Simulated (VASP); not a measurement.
**P: relaxation of shape and atoms at fixed volume with PBE**

The system is P.

```xyz
3
Lattice="3.3707 0.0000 0.0000 -1.6854 2.9191 0.0000 0.0000 0.0000 1.9684" Properties=species:S:1:pos:R:3 pbc="T T T"
P     0.0000    0.0000    0.0000
P     0.0000    1.9461    0.9842
P     1.6854    0.9730    0.9842
```

```
Program                : VASP 6.6.1
Task                   : relaxation of shape and atoms at fixed volume
Functional             : PBE
Potentials or basis    : VASP PAW PBE potentials, release 64 (P)
Cutoff                 : 600 eV
k mesh                 : 9 × 9 × 12
Occupations            : fermi-dirac, width 0.05 eV
Spin                   : no spin polarisation
Dipole correction      : no
Further INCAR settings : ALGO = Normal; EDIFF = 1e-07; IBRION = 2; EDIFFG = -0.005; NSW = 50; ISIF = 4
```

- Energy gained by relaxing: 8.9 meV/atom
- Ionic steps: 13
- Pressure after relaxing: 386.2 GPa

The path:
```
step  energy change (eV)  largest force (eV/Å)  pressure (GPa)  volume (Å³)
   1              0.0000                0.0000          388.34        19.37
   2              0.0911                0.0000          387.09        19.37
   3             -0.0254                0.0000          386.59        19.37
   4             -0.0256                0.0000          386.52        19.37
   5             -0.0044                0.0000          385.74        19.37
   6             -0.0260                0.0000          386.42        19.37
   7             -0.0236                0.0000          386.01        19.37
   8             -0.0264                0.0000          386.31        19.37
   9             -0.0262                0.0000          386.12        19.37
  10             -0.0266                0.0000          386.23        19.37
  11             -0.0266                0.0000          386.20        19.37
  12             -0.0266                0.0000          386.22        19.37
  13             -0.0266                0.0000          386.21        19.37
```

Final structure:
```
P
1.0
     3.33609    0.00000    0.00000
    -1.66804    2.88914    0.00000
     0.00000    0.00000    2.00952
P
3
Cartesian
  0.0000 0.0000 0.0000
  0.0000 1.9261 1.0048
  1.6680 0.9630 1.0048
```

Levels at points of the mesh, in eV from the Fermi level:
```csv
k point,band 6,band 7,band 8,band 9,band 10,band 11
"(0.00, 0.00, 0.00)",-9.05,-8.64,5.31,6.38,15.58,15.99
"(0.00, 0.00, 0.50)",-4.57,-4.27,-3.17,-3.17,-2.44,-2.44
```

It took 110 s on 1 thread of AMD EPYC 7R43 64-Core Processor (Zen 3), on a shared host, peak memory 0.11 GiB.

Caveat: the bands computed are all filled at some k points, so no gap is given.
